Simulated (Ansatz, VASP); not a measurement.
**MgI2 in VASP and in Ansatz**

```
I Mg
1.0
     4.13628    0.00000    0.00000
    -2.06814    3.58213    0.00000
     0.00000    0.00000   30.60000
I Mg
2 1
Direct
  0.33333 0.66667 0.22951
  0.66667 0.33333 0.33912
  0.00000 0.00000 0.28431
```

Alike in both runs: functional PBE; dispersion D4; k mesh 12 × 12 × 1; occupations gaussian, width 0.03 eV; no spin polarisation.

Ansatz relaxed the structure, and its values are those at the end. VASP's run is a single point on that final structure, the one shown.

```csv
,VASP,Ansatz
version,VASP 6.6.1,Ansatz 0.2.0
potentials or method,"VASP PAW PBE potentials, release 64 (I, Mg), cutoff 520 eV","scalar-relativistic, plane waves, PAW"
valence electrons in the cell,16,44
```

```tsv
	VASP	Ansatz	Ansatz less VASP
gap on the k mesh at the Fermi level (eV)	3.63	3.65	+0.016
least direct gap on the mesh (eV)	4.08	4.09	+0.013
rms of the force components (eV/Å)	0.006	0.000	-0.0055
```

VASP's potentials hold 16 valence electrons a cell and Ansatz's 44, so a difference there can come from the potentials and not from the codes. Ansatz's warnings: slab cell height set, structure snapped to symmetry.

Neither program's run includes spin-orbit coupling.
